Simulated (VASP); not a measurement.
**ZnS: single point with PBE**

Crystal: ZnS.

```
Zn S
1.0
     3.17923    0.00000    0.00000
     0.00000    3.17923    0.00000
     0.00000    0.00000    3.17923
Zn S
1 1
Direct
  0.00000 0.00000 0.00000
  0.50000 0.50000 0.50000
```

```
Program                : VASP 6.6.1
Task                   : single point
Functional             : PBE
Potentials or basis    : VASP PAW PBE potentials, release 64 (Zn, S)
Cutoff                 : 500 eV
k mesh                 : 4 × 4 × 4
Occupations            : fermi-dirac, width 0.02 eV
Spin                   : no spin polarisation
Dipole correction      : no
Further INCAR settings : ALGO = Normal; EDIFF = 1e-06; NBANDS = 16
```

```json
{
  "Pressure": "2.1 GPa",
  "Band gap on the k mesh": "zero (band 9 reaches 5.09 eV, above the bottom of band 10 at 3.85 eV)"
}
```

Levels at points of the mesh, in eV from the Fermi level:
| k point | band 5 | band 6 | band 7 | band 8 | band 9 | band 10 | band 11 | band 12 | band 13 | band 14 |
| --- | --- | --- | --- | --- | --- | --- | --- | --- | --- | --- |
| (0.00, 0.00, 0.00) | -7.00 | -7.00 | -1.54 | -1.54 | -1.54 | -0.77 | 5.88 | 5.88 | 11.99 | 11.99 |
| (0.50, 0.00, 0.00) | -7.23 | -6.98 | -6.42 | -0.14 | -0.14 | 3.62 | 4.62 | 6.92 | 6.92 | 7.36 |
| (0.50, 0.50, 0.00) | -6.86 | -6.78 | -5.56 | -5.56 | -2.02 | 0.17 | 8.19 | 8.19 | 8.89 | 10.93 |
| (0.50, 0.50, 0.50) | -6.86 | -6.86 | -2.88 | -2.88 | -2.88 | 0.99 | 0.99 | 0.99 | 2.00 | 19.16 |

Wall time 12 s on 1 thread of Intel Xeon 8259CL, on a shared host, peak memory 0.13 GiB.

Caveat: the k points lie up to 0.49 Å⁻¹ apart.
